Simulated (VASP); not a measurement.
Set up this calculation in VASP 6.6.1, as the native input.

- Task: single point
- Functional: r2SCAN
- Potentials or basis: VASP PAW PBE potentials, release 64 (Li_sv, F)
- Cutoff: 520 eV
- k mesh: 10 × 10 × 10
- Occupations: gaussian, width 0.01 eV
- Spin: no spin polarisation
- Dipole correction: no
- Further INCAR settings: ALGO = Normal; EDIFF = 1e-07; NBANDS = 12

Crystal: LiF.

```xyz
2
Lattice="0.0000 2.0400 2.2809 2.0400 0.0000 2.2809 2.0400 2.0400 0.0000" Properties=species:S:1:pos:R:3 pbc="T T T"
Li    0.0000    0.0000    0.0000
F     1.0200    1.0200    1.1405
```

This cell differs from its parent crystal: epitaxial xy strain -4.9%.

The input as run:

POSCAR

```
LiF
1.0
    0.0000000000      2.0399535550      2.2809023222
    2.0399535550      0.0000000000      2.2809023222
    2.0399535550      2.0399535550      0.0000000000
Li F
1 1
Direct
    0.0000000000      0.0000000000      0.0000000000
    0.2500000000      0.2500000000      0.2500000000
```

INCAR.step1

```
SYSTEM = LiF
ALGO = Normal ; EDIFF = 1E-4
ENCUT = 520 ; GGA = PE
ISMEAR = 0 ; LASPH = .True.
LCHARG = .False. ; LREAL = .False.
LWAVE = .True. ; NBANDS = 12
NELM = 60 ; PREC = Accurate
SIGMA = 0.01
```

INCAR.step2

```
SYSTEM = LiF
ALGO = Normal ; EDIFF = 1E-7
ENCUT = 520 ; ISIF = 2
ISMEAR = 0 ; ISTART = 1
LASPH = .True. ; LCHARG = .True.
LELF = .True. ; LMIXTAU = .True.
LREAL = .False. ; LVHAR = .True.
LWAVE = .False. ; METAGGA = R2SCAN
NBANDS = 12 ; NELM = 60
PREC = Accurate ; SIGMA = 0.01
```

KPOINTS

```
k-points
0
Gamma
  10 10 10
  0 0 0
```

Potentials or basis: VASP PAW PBE potentials, release 64 (Li_sv, F).

Command:

```bash
$ cat potpaw_PBE.64/Li_sv/POTCAR potpaw_PBE.64/F/POTCAR > POTCAR
$ cp INCAR.step1 INCAR
$ mpirun -np 1 vasp_std > vasp.out
$ cp INCAR.step2 INCAR
$ mpirun -np 1 vasp_std > vasp.out
```

It gave:

```yaml
Band_gap_on_the_k_mesh: 8.87 eV, indirect (the least direct gap lies 0.6 meV higher)
```

Caveat: the cell differs from its parent crystal (epitaxial xy strain -4.9%).

It took 70 s on 1 thread of Intel Xeon 6975P-C, on a shared host, peak memory 0.15 GiB.
